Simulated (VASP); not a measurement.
A run of VASP 6.6.1 is set up as follows.

File INCAR:

```
ALGO     = Normal         # electronic algorithm
EDIFF    = 1E-6           # SCF threshold, eV
ENCUT    = 520            # plane-wave cutoff, eV
ISIF     = 2              # what is computed and relaxed
ISMEAR   = -1             # smearing method
LASPH    = True           # aspherical terms in the spheres
LCHARG   = False          # write CHGCAR
LREAL    = False          # projectors in reciprocal space
LWAVE    = False          # write WAVECAR
NBANDS   = 12             # bands
NELM     = 60             # most SCF steps
PREC     = Accurate       # precision mode
SIGMA    = 0.05           # smearing width, eV
```

Contents of KPOINTS:

```
k-points
0
Gamma
  6 6 3
```

POSCAR

```
P
1.0
    2.4246941115      0.0000000000      0.0000000000
    0.0000000000      2.4385351442      0.0000000000
   -0.0203144631      0.0000000000      4.8524328982
P
2
Direct
    0.0000000300      0.0000000000      0.7494253600
    0.9999999700      0.0000000000      0.2505746400
```

Potentials or basis: VASP PAW LDA potentials, release 64 (P).

Command:

```bash
$ cat potpaw_LDA.64/P/POTCAR > POTCAR
$ mpirun -np 1 vasp_std > vasp.out
```

Q: Estimate the largest force.

A: 0.021 eV/Å.

Q: Predict the band gap on the k mesh.

A: Zero (band 5 reaches 15.20 eV, above the bottom of band 6 at 6.54 eV).

Q: What does it give for the pressure?

A: -2.9 GPa.

Forces in eV/Å, atoms in the order of the input:
```
P    0.000  0.000  0.021
P    0.000  0.000 -0.021
```

Caveat: the k points lie up to 0.43 Å⁻¹ apart.
